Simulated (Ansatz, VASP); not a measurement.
BiMo: VASP beside Ansatz

```
CELL_PARAMETERS angstrom
0.00000 2.84448 2.84448
2.84448 0.00000 2.84448
2.84448 2.84448 0.00000
ATOMIC_POSITIONS crystal
Mo 0.00000 0.00000 0.00000
Bi 0.50000 0.50000 0.50000
```

Alike in both runs: task electric field gradients; functional LDA; k mesh 12 × 12 × 12; occupations fermi-dirac, width 0.05 eV; no spin polarisation.

|  | VASP | Ansatz |
| --- | --- | --- |
| version | VASP 6.6.1 | Ansatz 0.2.0 |
| potentials or method | VASP PAW LDA potentials, release 64 (Mo_sv, Bi_d) | PAW with Ansatz's default frozen-core files, scalar-relativistic |
| plane-wave cutoff (eV) | 520 | 420 |
| valence electrons in the cell | 29 | 29 |

```csv
,VASP,Ansatz,Ansatz less VASP
pressure (GPa),-6.7,-7.0,-0.30
```

LDA's correlation is that of Perdew and Zunger in VASP and of Perdew and Wang (1992) in Ansatz.

Spin-orbit coupling is off throughout.
